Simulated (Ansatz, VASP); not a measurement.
Given: the input of a run of VASP 6.6.1 on KPt.

The input INCAR:

```
AGGAC = 1.0
AGGAX = 1.0
ALDAC = 0.0
ALDAX = 1.0
ALGO = Normal
EDIFF = 1E-6
ENCUT = 570
GGA = B5
GGA_COMPAT = F
ISIF = 2
ISMEAR = -1
LASPH = T
LCHARG = F
LREAL = F
LWAVE = F
NBANDS = 20
NELM = 120
PREC = Accurate
SIGMA = 0.05
```

KPOINTS

```
k-points
0
Gamma
  10 10 5
```

Contents of POSCAR:

```
KPt
1.0
    3.0597023636      0.0000000000      0.0000000000
   -1.5298511818      2.6497799749      0.0000000000
    0.0000000000      0.0000000000      5.4504198721
Pt K
1 1
Direct
    0.6666666667      0.3333333333      0.0000000000
    0.0000000000      0.0000000000      0.5000000000
```

Potentials or basis: VASP PAW PBE potentials, release 64 (Pt_sv_GW, K_sv).

Command:

```bash
$ cat potpaw_PBE.64/Pt_sv_GW/POTCAR potpaw_PBE.64/K_sv/POTCAR > POTCAR
$ mpirun -np 1 vasp_std > vasp.out
```

Question: Set up the same calculation for Ansatz 0.2.0. Potentials there: Ansatz PAW.

Answer: As run (the cutoff follows the program's own potentials):

input.yaml

```yaml
crystal:
  lattice:
    - [3.0597023636, 0.0, 0.0]
    - [-1.5298511818, 2.6497799749, 0.0]
    - [0.0, 0.0, 5.4504198721]
  atoms:
    - { symbol: Pt, position: [0.6666666667, 0.3333333333, 0.0] }
    - { symbol: K, position: [0.0, 0.0, 0.5] }
hamiltonian:
  xc: blyp
  pseudopotentials: { kind: paw }
kpoints:
  mp_grid: { grid: [10, 10, 5] }
scf:
  occupations: { method: fermi_dirac, width: 0.05 }
output:
  forces: true
  stress: true
  eigenvalues: true
```

Potentials or basis: Ansatz PAW.

Run with:

```bash
$ ansatz run input.yaml --threads 2 --pin off --max-ram 5632MiB --backend cpu --events-out ev --progress --plain --runs-dir out
```

Both were run:

|  | VASP | Ansatz | Ansatz less VASP |
| --- | --- | --- | --- |
| gap on the k mesh at the Fermi level (eV) | none | none | - |
| pressure (GPa) | 1.0 | 1.2 | +0.14 |
| traceless stress, the component that is largest in VASP (GPa) | -1.84 | -1.75 | +0.092 |

VASP's potentials were made for PBE, not for BLYP. A gap of «none» marks a metal or a gap that the smearing closes.

Spin-orbit coupling is off throughout.
